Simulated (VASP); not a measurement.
# SiC (P6_3mc) in VASP: notebook, part 2 of 2

VASP 6.6.1. Earlier steps stand in the parts before.

## (4) Single point, r2SCAN (strain +0.040 along x and y, +0.040 along z)

POSCAR reads:

```
SiC
1.0
    3.1982028079      0.0000000000      0.0000000000
   -1.5991014040      2.7697248781      0.0000000000
    0.0000000000      0.0000000000      5.2500935267
Si C
2 2
Direct
    0.3333333333      0.6666666667      0.0046028828
    0.6666666667      0.3333333333      0.5046028828
    0.3333333333      0.6666666667      0.3803971172
    0.6666666667      0.3333333333      0.8803971172
```

INCAR.step1 reads:

```
SYSTEM = SiC
ALGO     = Normal         ! electronic algorithm
EDIFF    = 1E-4           ! SCF threshold, eV
ENCUT    = 520            ! plane-wave cutoff, eV
GGA      = PE             ! functional
ISMEAR   = 0              ! smearing method
LASPH    = .TRUE.         ! aspherical terms in the spheres
LCHARG   = .FALSE.        ! write CHGCAR
LREAL    = .FALSE.        ! projectors in reciprocal space
LWAVE    = .TRUE.         ! write WAVECAR
NBANDS   = 16             ! bands
NELM     = 100            ! most SCF steps
PREC     = Accurate       ! precision mode
SIGMA    = 0.05           ! smearing width, eV
```

INCAR.step2 reads:

```
SYSTEM = SiC
ALGO     = Normal         ! electronic algorithm
EDIFF    = 1E-6           ! SCF threshold, eV
ENCUT    = 520            ! plane-wave cutoff, eV
ISIF     = 2              ! what is computed and relaxed
ISMEAR   = 0              ! smearing method
ISTART   = 1            
LASPH    = .TRUE.         ! aspherical terms in the spheres
LCHARG   = .TRUE.         ! write CHGCAR
LELF     = .TRUE.         ! ELF
LMIXTAU  = .TRUE.       
LREAL    = .FALSE.        ! projectors in reciprocal space
LVHAR    = .TRUE.       
LWAVE    = .FALSE.        ! write WAVECAR
METAGGA  = R2SCAN         ! meta-GGA
NBANDS   = 16             ! bands
NELM     = 100            ! most SCF steps
PREC     = Accurate       ! precision mode
SIGMA    = 0.05           ! smearing width, eV
```

KPOINTS reads:

```
k-points
0
G
  12 12 6
  0 0 0
```

Potentials or basis: VASP PAW PBE potentials, release 64 (Si, C).

Run with:

```
> cat potpaw_PBE.64/Si/POTCAR potpaw_PBE.64/C/POTCAR > POTCAR
> cp INCAR.step1 INCAR
> mpirun -np 1 vasp_std > vasp.out
> cp INCAR.step2 INCAR
> mpirun -np 1 vasp_std > vasp.out
```

OUTCAR:

```text
SYSTEM = SiC
   EDIFF = 1E-6
   ENCUT = 520
   ISIF = 2
   ISMEAR = 0
   ISTART = 1
   LASPH = .TRUE.
   LREAL = .FALSE.
   METAGGA = R2SCAN
   NELM = 100
   PREC = Accurate

 ion  position               nearest neighbor table
   1  0.333  0.667  0.005-   4 1.96   4 1.96   4 1.96   3 1.97
   2  0.667  0.333  0.505-   3 1.96   3 1.96   3 1.96   4 1.97
   3  0.333  0.667  0.380-   2 1.96   2 1.96   2 1.96   1 1.97
   4  0.667  0.333  0.880-   1 1.96   1 1.96   1 1.96   2 1.97

  LATTYP: Found a hexagonal cell.
 ALAT       =     3.1982028079
[... 657 lines left out ...]
  Direction    XX          YY          ZZ          XY          YZ          ZX
  --------------------------------------------------------------------------------------
  -------------------------------------------------------------------------------------
  Total       -6.2492519     -6.2492519     -6.0901480      0.0000000      0.0000000      0.0000000
  in kB     -215.2925214   -215.2925214   -209.8112417      0.0000000      0.0000000      0.0000000
  external PRESSURE =    -213.4654281 kB  Pullay stress =       0.0000000 kB

 VOLUME and BASIS-vectors are now :
 -----------------------------------------------------------------------------
  energy-cutoff  :      520.00
  volume of cell :       46.51
      direct lattice vectors                 reciprocal lattice vectors
     3.198202808  0.000000000  0.000000000     0.312675606  0.180523345  0.000000000
    -1.599101404  2.769724878  0.000000000     0.000000000  0.361046690  0.000000000
     0.000000000  0.000000000  5.250093527     0.000000000  0.000000000  0.190472797

 POSITION                                       TOTAL-FORCE (eV/Angst)
 -----------------------------------------------------------------------------------
     -0.00000      1.84648      0.02417         0.000000     -0.000000     -0.019977
      1.59910      0.92324      2.64921        -0.000000      0.000000     -0.019977
     -0.00000      1.84648      1.99712        -0.000000      0.000000      0.019977
      1.59910      0.92324      4.62217        -0.000000     -0.000000      0.019977
 -----------------------------------------------------------------------------------
    total drift:                                0.000000      0.000000      0.000760

  FREE ENERGIE OF THE ION-ELECTRON SYSTEM (eV)
  ---------------------------------------------------
  free  energy   TOTEN  =       -38.2581765937 eV

  energy  without entropy=      -38.2581765937  energy(sigma->0) =      -38.25817659
```

Wall time 3.2 min (1 thread of Intel Xeon 8259CL, shared host); peak memory 0.2 GiB.

Results:

```yaml
Free_energy: -38.2582 eV
Pressure: -21.3 GPa
Largest_force: 0.020 eV/Å
Band_gap_on_the_k_mesh: 2.82 eV (least direct gap 4.20 eV)
```

Forces on the atoms (eV/Å):
```
Si   0.000  0.000 -0.020
Si   0.000  0.000 -0.020
C    0.000  0.000  0.020
C    0.000  0.000  0.020
```

Stress tensor (GPa, compression positive):
```
-21.53   0.00   0.00
  0.00 -21.53   0.00
  0.00   0.00 -20.98
```

Levels at points of the mesh, in eV from the valence-band top:
| k point | band 4 | band 5 | band 6 | band 7 | band 8 | band 9 | band 10 | band 11 | band 12 | band 13 |
| --- | --- | --- | --- | --- | --- | --- | --- | --- | --- | --- |
| (0.00, 0.00, 0.00) | -1.32 | -1.32 | -0.11 | 0.00 | 0.00 | 4.35 | 5.42 | 6.47 | 6.47 | 7.34 |
| (0.50, 0.00, 0.00) | -6.28 | -5.20 | -3.23 | -3.04 | -1.22 | 2.99 | 4.50 | 6.50 | 7.16 | 9.64 |
| (0.00, 0.00, 0.50) | -4.41 | -0.72 | -0.72 | -0.72 | -0.72 | 5.43 | 5.43 | 7.23 | 7.23 | 7.23 |
| (0.50, 0.00, 0.50) | -8.03 | -2.39 | -2.39 | -2.31 | -2.31 | 3.40 | 3.40 | 5.28 | 5.28 | 10.24 |

Caveat: the cell differs from its parent crystal (strain +0.040 along x and y, +0.040 along z); the cell stands under tension; the PAW data sets were made with another functional, which shifts forces and pressure a little. A k mesh can miss the band edges.

## (5) Single point, r2SCAN (strain +0.080 along x and y, +0.000 along z)

POSCAR reads:

```
SiC
1.0
    3.3212106082      0.0000000000      0.0000000000
   -1.6606053041      2.8762527580      0.0000000000
    0.0000000000      0.0000000000      5.0481668526
Si C
2 2
Direct
    0.3333333333      0.6666666667      0.0046028828
    0.6666666667      0.3333333333      0.5046028828
    0.3333333333      0.6666666667      0.3803971172
    0.6666666667      0.3333333333      0.8803971172
```

INCAR.step1 reads:

```
SYSTEM = SiC
PREC     = Accurate       ! precision mode
ENCUT    = 520            ! plane-wave cutoff, eV
ISMEAR   = 0              ! smearing method
SIGMA    = 0.05           ! smearing width, eV
LREAL    = .False.        ! projectors in reciprocal space
LASPH    = .True.         ! aspherical terms in the spheres
NELM     = 100            ! most SCF steps
NBANDS   = 16             ! bands
GGA      = PE             ! functional
ALGO     = Normal         ! electronic algorithm
EDIFF    = 1E-4           ! SCF threshold, eV
LWAVE    = .True.         ! write WAVECAR
LCHARG   = .False.        ! write CHGCAR
```

INCAR.step2 reads:

```
SYSTEM = SiC
PREC     = Accurate       ! precision mode
ENCUT    = 520            ! plane-wave cutoff, eV
EDIFF    = 1E-6           ! SCF threshold, eV
ISMEAR   = 0              ! smearing method
SIGMA    = 0.05           ! smearing width, eV
LREAL    = .False.        ! projectors in reciprocal space
LASPH    = .True.         ! aspherical terms in the spheres
NELM     = 100            ! most SCF steps
ALGO     = Normal         ! electronic algorithm
ISIF     = 2              ! what is computed and relaxed
LWAVE    = .False.        ! write WAVECAR
LCHARG   = .False.        ! write CHGCAR
METAGGA  = R2SCAN         ! meta-GGA
LMIXTAU  = .True.       
NBANDS   = 16             ! bands
ISTART   = 1
```

KPOINTS reads:

```
regular mesh
0
Gamma
  12 12 6
  0 0 0
```

Run with:

```
> cat potpaw_PBE.64/Si/POTCAR potpaw_PBE.64/C/POTCAR > POTCAR
> cp INCAR.step1 INCAR
> mpirun -np 1 vasp_std > vasp.out
> cp INCAR.step2 INCAR
> mpirun -np 1 vasp_std > vasp.out
```

Run time: 4.5 min. Hardware: 1 thread of Intel Xeon 8259CL, shared host; peak memory 0.2 GiB.

Results (log left out):

```yaml
Free_energy: -37.7555 eV
Pressure: -24.7 GPa
Largest_force: 0.345 eV/Å
Band_gap_on_the_k_mesh: 2.36 eV (least direct gap 2.92 eV)
```

Forces in eV/Å, atoms in the order of the input:
```
Si   0.000  0.000 -0.345
Si   0.000  0.000 -0.345
C    0.000  0.000  0.345
C    0.000  0.000  0.345
```

Stress tensor (GPa, compression positive):
```
-35.38   0.00   0.00
  0.00 -35.38   0.00
  0.00   0.00  -3.23
```

Levels at points of the mesh, in eV from the valence-band top:
```tsv
k point	band 6	band 7	band 8	band 9	band 10	band 11
(0.00, 0.00, 0.00)	-0.03	-0.03	0.00	2.92	5.04	5.71
(0.50, 0.00, 0.00)	-3.51	-3.06	-1.02	2.36	4.81	6.23
(0.00, 0.00, 0.50)	-0.98	-0.98	-0.98	4.30	4.30	6.57
(0.50, 0.00, 0.50)	-2.51	-1.99	-1.99	3.33	3.33	5.60
```

Caveat: the cell differs from its parent crystal (strain +0.080 along x and y, +0.000 along z); the cell stands under tension; the PAW data sets were made with another functional, which shifts forces and pressure a little. A k mesh can miss the band edges.

## (6) Overview

| cell | gap on the mesh (eV) | pressure (GPa) | largest force (eV/Å) |
| --- | --- | --- | --- |
| a = 3.198, b = 3.198, c = 5.048 Å, angles 90.0, 90.0, 120.0°, 4 atoms | 2.78 | -15.1 | 0.26 |
| a = 3.321, b = 3.321, c = 4.846 Å, angles 90.0, 90.0, 120.0°, 4 atoms | 2.11 | -17.4 | 1.02 |
| a = 3.198, b = 3.198, c = 5.250 Å, angles 90.0, 90.0, 120.0°, 4 atoms | 2.82 | -21.3 | 0.02 |
| a = 3.321, b = 3.321, c = 5.048 Å, angles 90.0, 90.0, 120.0°, 4 atoms | 2.36 | -24.7 | 0.34 |

Alike in all rows: task single point; level r2SCAN; potentials or basis VASP PAW PBE potentials, release 64 (Si, C); no spin polarisation; k mesh 12 × 12 × 6; cutoff (eV) 520; smearing gaussian 0.05 eV.

Caveats: the cell stands under tension; the PAW data sets were made with another functional, which shifts forces and pressure a little.

Absolute energies hang on the potentials; compare differences alone.
